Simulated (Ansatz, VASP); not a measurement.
**One calculation of Si, two programs**

```
Si
1.0
    -2.24347    2.36058    1.27074
     2.24347   -2.36058    1.27074
     2.24347    2.36058   -1.27074
Si
2
Direct
  0.80700 0.55700 0.25000
  0.19300 0.44300 0.75000
```

Change from the starting cell: volume scaled by 0.99, crystal datasets.

Alike in both runs: task electric field gradients; functional LDA; k mesh 16 × 16 × 16; occupations fermi-dirac, width 0.05 eV; no spin polarisation.

|  | VASP | Ansatz |
| --- | --- | --- |
| version | VASP 6.6.1 | Ansatz 0.2.0 |
| potentials or method | VASP PAW LDA potentials, release 64 (Si), cutoff 520 eV | all-electron PAW with datasets made for the crystal, scalar-relativistic |

```tsv
	VASP	Ansatz	Ansatz less VASP
pressure (GPa)	12.6	12.5	-0.18
traceless stress, the component that is largest in VASP (GPa)	1.65	1.60	-0.047
rms of the force components (eV/Å)	0.003	0.004	+0.0002
size of Vzz on the site where it differs most (V/Å²)	26.9	26.1	-0.78
```

LDA's correlation is that of Perdew and Zunger in VASP and of Perdew and Wang (1992) in Ansatz. Atom by atom the forces differ by 0.000 eV/Å (rms over components). Ansatz ran all-electron here, and VASP with PAW potentials.
